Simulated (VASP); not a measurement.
# Ta (P-1) in VASP: single point with HSE06

Aim: the single point of Ta with HSE06.

All numbers are computed with VASP 6.6.1; they aren't measurements. Logs are shortened: lines on timing, memory, paths and dates and some standing lists are left out, and cuts for length are marked.

## (1) The cell of the first run

The typed cell holds 1 atom: a = 2.878 Å, b = 2.876 Å, c = 2.867 Å, α = 107.90°, β = 109.43°, γ = 112.18°.

## (2) Single point, HSE06

Input file POSCAR:

```
Ta
1.0
   -1.7138403400      1.6638007000      1.6059510000
    1.6932035700     -1.6823021200      1.6038156500
    1.6862236500      1.6546854300     -1.6244524300
Ta
1
Direct
    0.0000000000      0.0000000000      0.0000000000
```

Input file INCAR.step1:

```
SYSTEM = Ta
  ALGO = Normal
  EDIFF = 1E-5
  ENCUT = 520
  GGA = PE
  ISIF = 2
  ISMEAR = 1
  LASPH = .True.
  LCHARG = .False.
  LREAL = .False.
  LWAVE = .True.
  NBANDS = 12
  NELM = 100
  PREC = Accurate
  SIGMA = 0.05
```

Input file INCAR.step2:

```
SYSTEM = Ta
  ALGO = Normal
  EDIFF = 1E-6
  ENCUT = 520
  GGA = PE
  HFSCREEN = 0.2079
  ISIF = 2
  ISMEAR = 1
  ISTART = 1
  LASPH = .True.
  LCHARG = .False.
  LHFCALC = .True.
  LREAL = .False.
  LWAVE = .False.
  NBANDS = 12
  NELM = 100
  PREC = Accurate
  PRECFOCK = Normal
  SIGMA = 0.05
```

Input file KPOINTS:

```
k-points
0
Gamma
  6 6 6
  0 0 0
```

Potentials or basis: VASP PAW PBE potentials, release 64 (Ta_pv).

Launch:

```bash
> cat potpaw_PBE.64/Ta_pv/POTCAR > POTCAR
> cp INCAR.step1 INCAR
> mpirun -np 1 vasp_std > vasp.out
> cp INCAR.step2 INCAR
> mpirun -np 1 vasp_std > vasp.out
```

OUTCAR:

```text
SYSTEM = Ta
   EDIFF = 1E-6
   ENCUT = 520
   GGA = PE
   HFSCREEN = 0.2079
   ISIF = 2
   ISMEAR = 1
   ISTART = 1
   LASPH = .True.
   LHFCALC = .True.
   LREAL = .False.
   NELM = 100
   PREC = Accurate
   PRECFOCK = Normal

 ion  position               nearest neighbor table
   1  0.000  0.000  0.000-

  LATTYP: Found a triclinic cell.
 ALAT       =     7.5788318559
 B/A-ratio  =     0.6300958834
 C/A-ratio  =     0.3723719488
 COS(alpha) =     0.0145807528
 COS(beta)  =     0.2687105150
 COS(gamma) =     0.9507840636

  Lattice vectors:

 A1 = (  -6.7864711300,   3.3737195100,   0.0227721300)
 A2 = (  -3.4070439100,   3.3461028200,   0.0021353500)
 A3 = (  -1.6655868800,  -1.6361840100,  -1.5853142200)

Analysis of symmetry for initial positions (statically):
=====================================================================
 Subroutine PRICEL returns:
 Original cell was already a primitive cell.

 Routine SETGRP: Setting up the symmetry group for a
 triclinic supercell.

 Subroutine GETGRP returns: Found  2 space group operations
 (whereof  2 operations were pure point group operations)
 out of a pool of  2 trial point group operations.

The static configuration has the point symmetry S_2 .

Analysis of symmetry for dynamics (positions and initial velocities):
=====================================================================
 Subroutine PRICEL returns:
 Original cell was already a primitive cell.

 Routine SETGRP: Setting up the symmetry group for a
 triclinic supercell.

 Subroutine GETGRP returns: Found  2 space group operations
 (whereof  2 operations were pure point group operations)
 out of a pool of  2 trial point group operations.

The dynamic configuration has the point symmetry S_2 .

 Subroutine INISYM returns: Found  2 space group operations
 (whereof  2 operations are pure point group operations),
 and found     1 'primitive' translations

----------------------------------------------------------------------------------------

                                     Primitive cell

  volume of cell :      17.9956

  direct lattice vectors                    reciprocal lattice vectors
    -1.713840340  1.663800700  1.605951000     0.004390489  0.303125632  0.313324603
     1.693203570 -1.682302120  1.603815650     0.297857019  0.004226569  0.313488522
     1.686223650  1.654685430 -1.624452430     0.298413576  0.303846108  0.003670010

  length of vectors
     2.878291176  2.875639649  2.867085588     0.435977903  0.432448519  0.425895044

  position of ions in fractional coordinates (direct lattice)
     0.000000000  0.000000000  0.000000000

  ion indices of the primitive-cell ions
   primitive index   ion index
                 1           1

----------------------------------------------------------------------------------------

 KPOINTS: k-points

Automatic generation of k-mesh.
 Grid dimensions read from file:
 generate k-points for:    6    6    6

 Generating k-lattice:

  Cartesian coordinates                     Fractional coordinates (reciprocal lattice)
     0.000731748  0.050520939  0.052220767     0.166666667  0.000000000  0.000000000
     0.049642836  0.000704428  0.052248087     0.000000000  0.166666667 -0.000000000
     0.049735596  0.050641018  0.000611668     0.000000000 -0.000000000  0.166666667

  Length of vectors
     0.072662984  0.072074753  0.070982507

  Shift w.r.t. Gamma in fractional coordinates (k-lattice)
     0.000000000  0.000000000  0.000000000

 Subroutine IBZKPT returns following result:
 ===========================================

 Found    112 irreducible k-points:

 Following reciprocal coordinates:
            Coordinates               Weight
  0.000000  0.000000  0.000000      1.000000
  0.166667  0.000000  0.000000      2.000000
  0.333333  0.000000 -0.000000      2.000000
  0.500000  0.000000  0.000000      1.000000
  0.000000  0.166667  0.000000      2.000000
  0.166667  0.166667  0.000000      2.000000
[... 16 lines left out ...]
  0.333333 -0.000000  0.166667      2.000000
  0.500000  0.000000  0.166667      2.000000
 [... further k-points ...]
   k-points           NKPTS =    112   k-points in BZ     NKDIM =    216   number of bands    NBANDS=     12
   number of dos      NEDOS =    301   number of ions     NIONS =      1
   total plane-waves  NPLWV =  13824
   dimension x,y,z NGX =    24 NGY =   24 NGZ =   24
   dimension x,y,z NGXF=    48 NGYF=   48 NGZF=   48
   ions per type =               1
   NGX,Y,Z   is equivalent  to a cutoff of  13.86, 13.87, 13.92 a.u.
   NGXF,Y,Z  is equivalent  to a cutoff of  27.72, 27.75, 27.83 a.u.
 SYSTEM =  Ta
   PREC   = accura    normal or accurate (medium, high low for compatibility)
   ISTART =      1    job   : 0-new  1-cont  2-samecut
   ICHARG =      0    charge: 1-file 2-atom 10-const
   ISPIN  =      1    spin polarized calculation?
   LNONCOLLINEAR =      F non collinear calculations
   LSORBIT =      F    spin-orbit coupling
   LASPH  =      T    aspherical Exc in radial PAW
   ENCUT  =  520.0 eV  38.22 Ry    6.18 a.u.   5.35  5.35  5.33*2*pi/ulx,y,z
   NELM   =    100;   NELMIN=  2; NELMDL=  0     # of ELM steps
   EDIFF  = 0.1E-05   stopping-criterion for ELM
   LREAL  =      F    real-space projection
   EDIFFG = 0.1E-04   stopping-criterion for IOM
   NSW    =      0    number of steps for IOM
   IBRION =     -1    ionic relax: 0-MD 1-quasi-New 2-CG
   NFREE  =      0    steps in history (QN), initial steepest desc. (CG)
   ISIF   =      2    stress and relaxation
   ISYM   =      3    0-nonsym 1-usesym 2-fastsym
   POTIM  = 0.5000    time-step for ionic-motion
   TEBEG  =    0.0;   TEEND  =   0.0 temperature during run
   PSTRESS=    0.0 pullay stress
   NELECT =      11.0000    total number of electrons
   NUPDOWN=      -1.0000    fix difference up-down
   EMIN   =  10.00;   EMAX   =-10.00  energy-range for DOS
   EFERMI =   0.00;   METHOD = LEGACY
   ISMEAR =     1;   SIGMA  =   0.05  broadening in eV -4-tet -1-fermi 0-gaus
   EFERMI_NEDOS =   21; number of points for ismear=-14 and -15
   IALGO  =     38    algorithm
   IMIX   =      1    mixing-type and parameters
     AMIX     =   0.40;   BMIX     =  1.00
     AMIX_MAG =   1.60;   BMIX_MAG =  1.00
  volume/ion in A,a.u.               =      18.00       121.44
  Fermi-wavevector in a.u.,A,eV,Ry     =   1.389368  2.625524 26.263898  1.930342
  Thomas-Fermi vector in A             =   2.513405
   LORBIT       =      0    0 simple, 1 ext, 2 COOP (PROOUT), +10 PAW based schemes
   GGA     = PE    functional components
   LHFCALC =     T    Hartree Fock is set to
   PRECFOCK=normal    Normal, Fast or Accurate (Low or Medium for compatibility)
   ENCUT4O =  -1.0   cutoff for four orbital integrals eV
   NKREDX  =     1    reduce k-point grid by
   NKREDY  =     1    reduce k-point grid by
   NKREDZ  =     1    reduce k-point grid by
   AEXX    =    0.2500 exact exchange contribution
   HFSCREEN=    0.2079 screening length (either q_TF or 0.3 A-1)
   HFSCREENC=   0.2079 screening length for correlation (either q_TF or 0.3 A-1)
   ENCUTFOCK=  -1.0 apply spherical cutoff to Coloumb kernel
   IVDW    =     0    specifies the selected vdW correction
   LEPSILON=     F    determine dielectric tensor
   LRPA    =     F    only Hartree local field effects (RPA)
 non-spin polarized calculation
 Methfessel and Paxton  Order N= 1 SIGMA  =   0.05
  energy-cutoff  :      520.00
  volume of cell :       18.00
 maximum number of plane-waves:       496
 NGX is ok and might be reduce to    24
  NGX = 18; NGY = 18; NGZ = 16

 number of electron      11.0000001 magnetization

 Free energy of the ion-electron system (eV)
  ---------------------------------------------------
  ext. energy  EPLUGINS =         0.00000000
  ---------------------------------------------------
  free energy    TOTEN  =       -13.43020086 eV

  energy without entropy =      -13.43070585  energy(sigma->0) =      -13.43036919

 E-fermi :   5.1779     XC(G=0): -10.3229

 val. band max:        5.1671597058   @ k =   0.0000  -0.1667   0.1667
 cond. band min:       5.2203034619   @ k =  -0.3333  -0.3333   0.1667
 fundamental gap:      0.0531437561
 Fermi energy:         5.1779321368

 k-point     1 :       0.0000    0.0000    0.0000
  band No.  band energies     occupation
      1     -30.2092      2.00000
      2     -30.1752      2.00000
      3     -30.1133      2.00000
      4      -3.7305      2.00000
      5       5.9877     -0.00000
      6       6.5383      0.00000
      7       6.8884      0.00000
      8       9.6756      0.00000
      9      10.5622      0.00000
     10      20.7646      0.00000
     11      21.2613      0.00000
     12      21.9200      0.00000

 k-point     2 :       0.1667    0.0000    0.0000
  band No.  band energies     occupation
      1     -30.5118      2.00000
      2     -30.2822      2.00000
      3     -30.1931      2.00000
      4      -2.3763      2.00000
      5       5.4200     -0.00000
      6       6.1965      0.00000
      7       7.5216      0.00000
      8       9.5127      0.00000
      9       9.9322      0.00000
     10      21.9860      0.00000
     11      22.1767      0.00000
     12      23.2339      0.00000

 k-point     3 :       0.3333    0.0000   -0.0000
  band No.  band energies     occupation
      1     -31.1894      2.00000
      2     -30.5068      2.00000
      3     -30.2076      2.00000
      4      -0.0132      2.00000
      5       3.8529      2.00000
      6       5.4599     -0.00000
      7      10.0911      0.00000
      8      10.5095      0.00000
      9      11.0508      0.00000
     10      19.9172      0.00000
     11      21.5318      0.00000
     12      21.9936      0.00000
[... 286 lines left out ...]
 k-point    23 :       0.3333   -0.0000    0.1667
  band No.  band energies     occupation
      1     -31.3598      2.00000
      2     -30.6729      2.00000
      3     -30.3077      2.00000
      4       1.2136      2.00000
      5       3.5195      2.00000
      6       5.2762     -0.01784
      7       9.8637      0.00000
      8      10.9433      0.00000
      9      14.4687      0.00000
     10      18.0267      0.00000
     11      20.4454      0.00000
     12      21.9882      0.00000

 k-point    24 :       0.5000    0.0000    0.1667
  band No.  band energies     occupation
      1     -31.3251      2.00000
      2     -30.6839      2.00000
      3     -30.3228      2.00000
      4       1.1723      2.00000
      5       3.4905      2.00000
      6       5.3540     -0.00001
      7       9.6739      0.00000
      8      11.5244      0.00000
      9      14.1710      0.00000
     10      17.7560      0.00000
     11      20.1415      0.00000
     12      21.9881      0.00000

 [... further k-points ...]

------------------------ aborting loop because EDIFF is reached ----------------------------------------

  FORCE on cell =-STRESS in cart. coord.  units (eV):
  Direction    XX          YY          ZZ          XY          YZ          ZX
  --------------------------------------------------------------------------------------
  -------------------------------------------------------------------------------------
  Total        0.4243492     -0.0216886      0.3190364      0.1899675     -0.4123649     -0.1965621
  in kB       37.7805404     -1.9309735     28.4043654     16.9131330    -36.7135611    -17.5002627
  external PRESSURE =      21.4179775 kB  Pullay stress =       0.0000000 kB

 VOLUME and BASIS-vectors are now :
 -----------------------------------------------------------------------------
  energy-cutoff  :      520.00
  volume of cell :       18.00
      direct lattice vectors                 reciprocal lattice vectors
    -1.713840340  1.663800700  1.605951000     0.004390489  0.303125632  0.313324603
     1.693203570 -1.682302120  1.603815650     0.297857019  0.004226569  0.313488522
     1.686223650  1.654685430 -1.624452430     0.298413576  0.303846108  0.003670010

 POSITION                                       TOTAL-FORCE (eV/Angst)
 -----------------------------------------------------------------------------------
      0.00000      0.00000      0.00000         0.000000      0.000000     -0.000000
 -----------------------------------------------------------------------------------
    total drift:                               -0.000000     -0.000000     -0.000000

  FREE ENERGIE OF THE ION-ELECTRON SYSTEM (eV)
  ---------------------------------------------------
  free  energy   TOTEN  =       -13.4302008618 eV

  energy  without entropy=      -13.4307058540  energy(sigma->0) =      -13.43036919
```

Wall time 89 min (1 thread of Intel Xeon Platinum 8488C (Sapphire Rapids), shared host); peak memory 0.27 GiB.

What came out:

- Free energy: -13.4302 eV
- Pressure: 2.1 GPa
- Band gap on the k mesh: zero (an odd number of electrons rules out a gap without spin polarisation)

Stress tensor (GPa, compression positive):
```
 3.78  1.69 -1.75
 1.69 -0.19 -3.67
-1.75 -3.67  2.84
```

Caveat: the k points lie up to 0.45 Å⁻¹ apart, too coarse for converged energies and pressures of a metal; the PAW data sets were made with another functional, which shifts forces and pressure a little; spin-orbit coupling is left out, which moves the levels of the heavy elements.

The gap in the log of VASP goes by the Fermi energy; the results here count the filled bands.